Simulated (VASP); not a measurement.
ScIn3SbP: single point with PBE

Crystal: ScIn3SbP.

```xyz
6
Lattice="3.9905 0.0000 0.0000 0.0000 3.9905 0.0000 0.0000 0.0000 11.6394" Properties=species:S:1:pos:R:3 pbc="T T T"
Sc    0.0000    0.0000    5.8197
In    0.0000    0.0000    8.7161
In    0.0000    0.0000    2.9233
In    1.9953    1.9953    5.8197
Sb    0.0000    0.0000    0.0000
P     1.9953    1.9953    0.0000
```

The cell was generated, and may not be a known phase.

- Program: VASP 6.6.1
- Task: single point
- Functional: PBE
- Potentials or basis: VASP PAW PBE potentials, release 64 (Sc_sv, In_d, Sb, P)
- Cutoff: 520 eV
- k mesh: 10 × 10 × 4
- Occupations: gaussian, width 0.1 eV
- Spin: no spin polarisation

- Pressure: 0.0 GPa
- Band gap on the k mesh: zero (bands 30 and 31 overlap by 1.26 eV)

Levels at points of the mesh, in eV from the Fermi level:
| k point | band 27 | band 28 | band 29 | band 30 | band 31 | band 32 | band 33 | band 34 |
| --- | --- | --- | --- | --- | --- | --- | --- | --- |
| (0.00, 0.00, 0.00) | -2.74 | 0.33 | 0.52 | 0.60 | 1.60 | 1.60 | 2.18 | 2.48 |
| (0.50, 0.00, 0.00) | -1.52 | -0.83 | -0.68 | -0.28 | 0.07 | 0.17 | 0.27 | 0.98 |
| (0.50, 0.50, 0.00) | -1.14 | -1.14 | -0.70 | -0.61 | -0.38 | -0.38 | 1.26 | 1.66 |
| (0.00, 0.00, 0.50) | -2.52 | -0.16 | 0.60 | 0.72 | 1.62 | 1.62 | 2.18 | 2.51 |
| (0.50, 0.00, 0.50) | -1.73 | -1.04 | -0.68 | 0.06 | 0.17 | 0.43 | 0.44 | 1.14 |
| (0.50, 0.50, 0.50) | -1.41 | -1.22 | -1.22 | -0.69 | -0.15 | -0.15 | 1.05 | 1.05 |

Run time: 4.1 min on 1 thread of Intel(R) Xeon(R) 6975P-C (Granite Rapids), with other jobs on the host, peak memory 0.58 GiB.

Caveat: spin-orbit coupling is left out, which moves the levels of the heavy elements.
